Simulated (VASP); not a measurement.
# C (P6_3mc) in VASP: single point with r2SCAN

Aim: the single point of C with r2SCAN.

All numbers are computed with VASP 6.6.1; they aren't measurements. Logs are shortened: lines on timing, memory, paths and dates and some standing lists are left out, and cuts for length are marked.

### 1 The cell of the first run

Symmetry: P6_3mc, No. 186, hexagonal system. The conventional cell has a = 2.398 Å, b = 2.398 Å, c = 6.591 Å, α = 90.00°, β = 90.00°, γ = 120.00°. Within 1.9 Å of C (site symmetry 3m) lie 3 C at 1.38 Å. C (site symmetry 3m) has 3 C at 1.38 Å within 1.9 Å.

### 2 Single point, r2SCAN (strained)

The input, POSCAR:

```
C
1.0
    2.3975784453      0.0000000000      0.0000000000
   -1.1987892226      2.0763638412      0.0000000000
    0.0000000000      0.0000000000      6.5909172000
C
4
Direct
    0.0000000000      0.0000000000      0.0000000000
    0.0000000000      0.0000000000      0.5000000000
    0.3333333333      0.6666666667      0.0050000000
    0.6666666667      0.3333333333      0.5050000000
```

The input, INCAR.step1:

```
ALGO = Normal ; EDIFF = 1E-4
ENCUT = 520 ; GGA = PE
ISMEAR = 0 ; LASPH = True
LCHARG = False ; LREAL = False
LWAVE = True ; NBANDS = 16
NELM = 60 ; PREC = Accurate
SIGMA = 0.1
```

The input, INCAR.step2:

```
ALGO = Normal ; EDIFF = 1E-7
ENCUT = 520 ; ISIF = 2
ISMEAR = 0 ; ISTART = 1
LASPH = True ; LCHARG = True
LELF = True ; LMIXTAU = True
LREAL = False ; LVHAR = True
LWAVE = False ; METAGGA = R2SCAN
NBANDS = 16 ; NELM = 60
PREC = Accurate ; SIGMA = 0.1
```

The input, KPOINTS:

```
k-points
0
Gamma
  21 21 6
```

Potentials or basis: VASP PAW PBE potentials, release 64 (C).

On the command line:

```
> cat potpaw_PBE.64/C/POTCAR > POTCAR
> cp INCAR.step1 INCAR
> mpirun -np 1 vasp_std > vasp.out
> cp INCAR.step2 INCAR
> mpirun -np 1 vasp_std > vasp.out
```

OUTCAR:

```text
EDIFF = 1E-7
   ENCUT = 520
   ISIF = 2
   ISMEAR = 0
   ISTART = 1
   LASPH = True
   LREAL = False
   METAGGA = R2SCAN
   NELM = 60
   PREC = Accurate

 ion  position               nearest neighbor table
   1  0.000  0.000  0.000-   3 1.38   3 1.38   3 1.38
   2  0.000  0.000  0.500-   4 1.38   4 1.38   4 1.38
   3  0.333  0.667  0.005-   1 1.38   1 1.38   1 1.38
   4  0.667  0.333  0.505-   2 1.38   2 1.38   2 1.38

  LATTYP: Found a hexagonal cell.
 ALAT       =     2.3975784453
 C/A-ratio  =     2.7489891782

  Lattice vectors:

 A1 = (   2.3975784453,   0.0000000000,   0.0000000000)
 A2 = (  -1.1987892226,   2.0763638412,   0.0000000000)
 A3 = (   0.0000000000,   0.0000000000,   6.5909172000)

Analysis of symmetry for initial positions (statically):
=====================================================================
 Subroutine PRICEL returns:
 Original cell was already a primitive cell.

 Routine SETGRP: Setting up the symmetry group for a
 hexagonal supercell.

 Subroutine GETGRP returns: Found 12 space group operations
 (whereof  6 operations were pure point group operations)
 out of a pool of 24 trial point group operations.

The static configuration has the point symmetry C_3v.
 The point group associated with its full space group is C_6v.

Analysis of symmetry for dynamics (positions and initial velocities):
=====================================================================
 Subroutine PRICEL returns:
 Original cell was already a primitive cell.

 Routine SETGRP: Setting up the symmetry group for a
 hexagonal supercell.

 Subroutine GETGRP returns: Found 12 space group operations
 (whereof  6 operations were pure point group operations)
 out of a pool of 24 trial point group operations.

The dynamic configuration has the point symmetry C_3v.
 The point group associated with its full space group is C_6v.

 Subroutine INISYM returns: Found 12 space group operations
 (whereof  6 operations are pure point group operations),
 and found     1 'primitive' translations

----------------------------------------------------------------------------------------

                                     Primitive cell

  volume of cell :      32.8112

  direct lattice vectors                    reciprocal lattice vectors
     2.397578445  0.000000000  0.000000000     0.417087500  0.240805580  0.000000000
    -1.198789223  2.076363841  0.000000000     0.000000000  0.481611161  0.000000000
     0.000000000  0.000000000  6.590917200     0.000000000  0.000000000  0.151723951

  length of vectors
     2.397578445  2.397578445  6.590917200     0.481611161  0.481611161  0.151723951

  position of ions in fractional coordinates (direct lattice)
     0.000000000  0.000000000  0.000000000
     0.000000000  0.000000000  0.500000000
     0.333333333  0.666666667  0.005000000
     0.666666667  0.333333333  0.505000000

  ion indices of the primitive-cell ions
   primitive index   ion index
                 1           1
                 2           2
                 3           3
                 4           4

----------------------------------------------------------------------------------------

 KPOINTS: k-points

Automatic generation of k-mesh.
 Grid dimensions read from file:
 generate k-points for:   21   21    6

 Generating k-lattice:

  Cartesian coordinates                     Fractional coordinates (reciprocal lattice)
     0.019861310  0.011466932  0.000000000     0.047619048  0.000000000  0.000000000
     0.000000000  0.022933865  0.000000000     0.000000000  0.047619048  0.000000000
     0.000000000  0.000000000  0.025287325     0.000000000  0.000000000  0.166666667

  Length of vectors
     0.022933865  0.022933865  0.025287325

  Shift w.r.t. Gamma in fractional coordinates (k-lattice)
     0.000000000  0.000000000  0.000000000

 Subroutine IBZKPT returns following result:
 ===========================================

 Found    192 irreducible k-points:

 Following reciprocal coordinates:
            Coordinates               Weight
  0.000000  0.000000  0.000000      1.000000
  0.047619  0.000000  0.000000      6.000000
  0.095238  0.000000  0.000000      6.000000
  0.142857 -0.000000  0.000000      6.000000
  0.190476  0.000000  0.000000      6.000000
  0.238095  0.000000  0.000000      6.000000
[... 16 lines left out ...]
  0.142857  0.095238  0.000000     12.000000
  0.190476  0.095238  0.000000     12.000000
 [... further k-points ...]
   k-points           NKPTS =    192   k-points in BZ     NKDIM =    192   number of bands    NBANDS=     16
   number of dos      NEDOS =    301   number of ions     NIONS =      4
   total plane-waves  NPLWV =  16200
   dimension x,y,z NGX =    18 NGY =   18 NGZ =   50
   dimension x,y,z NGXF=    36 NGYF=   36 NGZF=  100
   ions per type =               4
   NGX,Y,Z   is equivalent  to a cutoff of  12.48, 12.48, 12.61 a.u.
   NGXF,Y,Z  is equivalent  to a cutoff of  24.96, 24.96, 25.22 a.u.
 SYSTEM =  unknown system
   PREC   = accura    normal or accurate (medium, high low for compatibility)
   ISTART =      1    job   : 0-new  1-cont  2-samecut
   ICHARG =      0    charge: 1-file 2-atom 10-const
   ISPIN  =      1    spin polarized calculation?
   LNONCOLLINEAR =      F non collinear calculations
   LSORBIT =      F    spin-orbit coupling
   LASPH  =      T    aspherical Exc in radial PAW
   ENCUT  =  520.0 eV  38.22 Ry    6.18 a.u.   4.46  4.46 12.25*2*pi/ulx,y,z
   NELM   =     60;   NELMIN=  2; NELMDL=  0     # of ELM steps
   EDIFF  = 0.1E-06   stopping-criterion for ELM
   LREAL  =      F    real-space projection
   EDIFFG = 0.1E-05   stopping-criterion for IOM
   NSW    =      0    number of steps for IOM
   IBRION =     -1    ionic relax: 0-MD 1-quasi-New 2-CG
   NFREE  =      0    steps in history (QN), initial steepest desc. (CG)
   ISIF   =      2    stress and relaxation
   ISYM   =      2    0-nonsym 1-usesym 2-fastsym
   POTIM  = 0.5000    time-step for ionic-motion
   TEBEG  =    0.0;   TEEND  =   0.0 temperature during run
   PSTRESS=    0.0 pullay stress
   NELECT =      16.0000    total number of electrons
   NUPDOWN=      -1.0000    fix difference up-down
   EMIN   =  10.00;   EMAX   =-10.00  energy-range for DOS
   EFERMI =   0.00;   METHOD = LEGACY
   ISMEAR =     0;   SIGMA  =   0.10  broadening in eV -4-tet -1-fermi 0-gaus
   EFERMI_NEDOS =   21; number of points for ismear=-14 and -15
   IALGO  =     38    algorithm
   IMIX   =      4    mixing-type and parameters
     AMIX     =   0.40;   BMIX     =  1.00
     AMIX_MAG =   1.60;   BMIX_MAG =  1.00
  volume/ion in A,a.u.               =       8.20        55.36
  Fermi-wavevector in a.u.,A,eV,Ry     =   1.288568  2.435041 22.591226  1.660408
  Thomas-Fermi vector in A             =   2.420514
   LORBIT       =      0    0 simple, 1 ext, 2 COOP (PROOUT), +10 PAW based schemes
   METAGGA = R2SCAN    functional components
   LHFCALC =     F    Hartree Fock is set to
   AEXX    =    0.0000 exact exchange contribution
   IVDW    =     0    specifies the selected vdW correction
   LEPSILON=     F    determine dielectric tensor
   LRPA    =     F    only Hartree local field effects (RPA)
 non-spin polarized calculation
 Gauss-broadening in eV      SIGMA  =   0.10
  energy-cutoff  :      520.00
  volume of cell :       32.81
 maximum number of plane-waves:       912
 NGX is ok and might be reduce to    18
   NGX =  9   NGY =  9   NGZ = 25

 number of electron      16.0000004 magnetization

 Free energy of the ion-electron system (eV)
  ---------------------------------------------------
  ext. energy  EPLUGINS =         0.00000000
  ---------------------------------------------------
  free energy    TOTEN  =       -39.53929705 eV

  energy without entropy =      -39.53871103  energy(sigma->0) =      -39.53900404

 E-fermi :   5.2872     XC(G=0): -11.4387

 val. band max:        5.2755053177   @ k =   0.3333   0.3333   0.1667
 cond. band min:       5.2953711593   @ k =   0.3333   0.3333   0.3333
 fundamental gap:      0.0198658416
 Fermi energy:         5.2872076625

 k-point     1 :       0.0000    0.0000    0.0000
  band No.  band energies     occupation
      1     -16.2991      2.00000
      2     -15.9698      2.00000
      3      -4.3168      2.00000
      4      -2.1652      2.00000
      5       2.1445      2.00000
      6       2.1445      2.00000
[... 8 lines left out ...]
     15      18.5949      0.00000
     16      18.9460      0.00000

 k-point     2 :       0.0476    0.0000    0.0000
  band No.  band energies     occupation
      1     -16.2391      2.00000
      2     -15.9110      2.00000
      3      -4.2434      2.00000
      4      -2.0957      2.00000
      5       1.8960      2.00000
      6       1.9225      2.00000
[... 8 lines left out ...]
     15      18.3570      0.00000
     16      18.7183      0.00000

 k-point     3 :       0.0952    0.0000    0.0000
  band No.  band energies     occupation
      1     -16.0595      2.00000
      2     -15.7345      2.00000
      3      -4.0232      2.00000
      4      -1.8879      2.00000
      5       1.2004      2.00000
      6       1.2418      2.00000
[... 8 lines left out ...]
     15      17.6774      0.00000
     16      18.0710      0.00000

 k-point     4 :       0.1429   -0.0000    0.0000
  band No.  band energies     occupation
      1     -15.7607      2.00000
      2     -15.4409      2.00000
      3      -3.6579      2.00000
      4      -1.5442      2.00000
      5       0.1711      2.00000
      6       0.2313      2.00000
[... 8 lines left out ...]
     15      17.0008      0.00000
     16      17.2814      0.00000
[... 324 lines left out ...]
 k-point    22 :       0.0952    0.0952    0.0000
  band No.  band energies     occupation
      1     -15.5819      2.00000
      2     -15.2653      2.00000
      3      -3.4397      2.00000
      4      -1.3399      2.00000
      5      -0.1935      2.00000
      6      -0.1561      2.00000
[... 8 lines left out ...]
     15      16.8595      0.00000
     16      17.3267      0.00000

 k-point    23 :       0.1429    0.0952    0.0000
  band No.  band energies     occupation
      1     -15.1659      2.00000
      2     -14.8565      2.00000
      3      -2.9338      2.00000
      4      -1.2552      2.00000
      5      -1.1891      2.00000
      6      -0.8564      2.00000
[... 8 lines left out ...]
     15      17.6803      0.00000
     16      17.8080      0.00000

 k-point    24 :       0.1905    0.0952    0.0000
  band No.  band energies     occupation
      1     -14.6337      2.00000
      2     -14.3337      2.00000
      3      -2.4869      2.00000
      4      -2.4100      2.00000
      5      -2.2706      2.00000
      6      -0.7118      2.00000
[... 8 lines left out ...]
     15      18.8201      0.00000
     16      19.0606      0.00000

 [... further k-points ...]

------------------------ aborting loop because EDIFF is reached ----------------------------------------

  FORCE on cell =-STRESS in cart. coord.  units (eV):
  Direction    XX          YY          ZZ          XY          YZ          ZX
  --------------------------------------------------------------------------------------
  -------------------------------------------------------------------------------------
  Total        7.3145654      7.3145654      0.3886462      0.0000000     -0.0000000      0.0000000
  in kB      357.1716413    357.1716413     18.9776715      0.0000000     -0.0000000      0.0000000
  external PRESSURE =     244.4403180 kB  Pullay stress =       0.0000000 kB

 VOLUME and BASIS-vectors are now :
 -----------------------------------------------------------------------------
  energy-cutoff  :      520.00
  volume of cell :       32.81
      direct lattice vectors                 reciprocal lattice vectors
     2.397578445  0.000000000  0.000000000     0.417087500  0.240805580  0.000000000
    -1.198789223  2.076363841  0.000000000     0.000000000  0.481611161  0.000000000
     0.000000000  0.000000000  6.590917200     0.000000000  0.000000000  0.151723951

 POSITION                                       TOTAL-FORCE (eV/Angst)
 -----------------------------------------------------------------------------------
      0.00000      0.00000      0.00000        -0.000000      0.000000      0.562638
      0.00000      0.00000      3.29546         0.000000     -0.000000      0.562638
     -0.00000      1.38424      0.03295         0.000000      0.000000     -0.562638
      1.19879      0.69212      3.32841        -0.000000     -0.000000     -0.562638
 -----------------------------------------------------------------------------------
    total drift:                                0.000000      0.000000     -0.001701

  FREE ENERGIE OF THE ION-ELECTRON SYSTEM (eV)
  ---------------------------------------------------
  free  energy   TOTEN  =       -39.5392970463 eV

  energy  without entropy=      -39.5387110266  energy(sigma->0) =      -39.53900404
```

It took 2.3 min on 1 thread of Intel Xeon 6975P-C (Granite Rapids), shared host; peak memory 0.19 GiB.

What came out:

| Item | Value |
| --- | --- |
| Free energy | -39.5393 eV |
| Pressure | 24.4 GPa |
| Largest force | 0.563 eV/Å |
| Band gap on the k mesh | zero (bands 8 and 9 overlap by 0.03 eV) |

Forces in eV/Å, atoms in the order of the input:
```
C    0.000  0.000  0.563
C    0.000  0.000  0.563
C    0.000  0.000 -0.563
C    0.000  0.000 -0.563
```

Levels at points of the mesh, in eV from the Fermi level:
```
           k point  band 4  band 5  band 6  band 7  band 8  band 9  band 10  band 11  band 12  band 13
(0.00, 0.00, 0.00)   -7.45   -3.14   -3.14   -3.12   -3.12    4.30     9.22     9.22     9.28     9.28
(0.00, 0.00, 0.50)   -8.63   -3.13   -3.13   -3.13   -3.13    7.22     7.22     9.25     9.25     9.25
```

Caveat: the cell differs from its parent crystal (strained); the cell stands under pressure; the PAW data sets were made with another functional, which shifts forces and pressure a little.
